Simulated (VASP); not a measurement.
Runs of VASP 6.6.1 on Si. The structure is that of space group Fm-3m (No. 225), or close to it. The cells are those of the table. 

```csv
task,cell,k mesh,cutoff (eV),smearing,gap on the mesh (eV),pressure (GPa),relaxed volume (Å³/atom)
single point,"a = 2.688 Å, angles 60.0°, 1 atom",18 × 18 × 18,520,gaussian 0.1 eV,none,0.0,-
single point,"a = 2.688 Å, angles 60.0°, 1 atom",28 × 28 × 28,520,gaussian 0.15 eV,none,-0.7,-
single point,"a = 2.683 Å, angles 60.0°, 1 atom",18 × 18 × 18,520,tetrahedron,none,0.0,-
single point,"a = 2.688 Å, angles 60.0°, 1 atom",30 × 30 × 30,520,gaussian 0.15 eV,none,-0.7,-
relaxation of cell and atoms,"relaxed from a = 2.702 Å, angles 60.0°, 1 atom",18 × 18 × 18,600,gaussian 0.1 eV,none,0.0,(a)
single point,"a = 2.702 Å, angles 60.0°, 1 atom",8 × 8 × 8,520,gaussian 0.1 eV,none,-3.0,-
relaxation of cell and atoms,"relaxed from a = 2.702 Å, angles 60.0°, 1 atom",18 × 18 × 18,600,tetrahedron,none,0.0,13.65
```

Alike in all rows: level PBE+D3(BJ); potentials or basis VASP PAW PBE potentials, release 64 (Si); no spin polarisation.

**Question.** Fill in the values left out.

**Answer.** (a) 13.72.

Caveats: pairwise dispersion overbinds metals, which lowers pressure and volume; tetrahedron occupations give inexact forces and stress in metals (some runs).

A gap of «none» marks levels without a gap at the run's occupations.
